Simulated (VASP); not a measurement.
A run of VASP 6.6.1 is set up as follows.

File INCAR:

```
PREC = Accurate
ENCUT = 520
EDIFF = 1E-7
ISMEAR = 0
SIGMA = 0.01
LREAL = False
LASPH = True
NELM = 100
ALGO = Normal
ISIF = 2
LWAVE = False
LCHARG = False
GGA = PE
IBRION = 2
NSW = 50
EDIFFG = -0.01
```

KPOINTS

```
regular mesh
0
Gamma
  8 8 8
```

The input POSCAR:

```
FeSi
1.0
    4.4028251595      0.0000000000      0.0000000000
    0.0000000000      4.4028251595      0.0000000000
    0.0000000000      0.0000000000      4.4028251595
Fe Si
4 4
Direct
    0.1360501212      0.1360501212      0.1360501212
    0.3639498788      0.8639498788      0.6360501212
    0.6360501212      0.3639498788      0.8639498788
    0.8639498788      0.6360501212      0.3639498788
    0.8407512131      0.8407512131      0.8407512131
    0.6592487869      0.1592487869      0.3407512131
    0.3407512131      0.6592487869      0.1592487869
    0.1592487869      0.3407512131      0.6592487869
```

Potentials or basis: VASP PAW PBE potentials, release 64 (Fe, Si).

Command:

```bash
$ cat potpaw_PBE.64/Fe/POTCAR potpaw_PBE.64/Si/POTCAR > POTCAR
$ mpirun -np 1 vasp_std > vasp.out
```

Task: Predict the energy gained by relaxing.

Result: 0.6 meV/atom.

Task: What does it give for the band gap on the k mesh?

Result: 0.16 eV, indirect (least direct gap 0.17 eV).

Step by step:
```tsv
step	energy change (eV)	largest force (eV/Å)	pressure (GPa)
1	0.0000	0.1616	7.76
2	-0.0039	0.0610	7.47
3	-0.0046	0.0004	7.30
```

 Spin polarisation is off, so any magnetic state and its effect on volume and gap are missing.
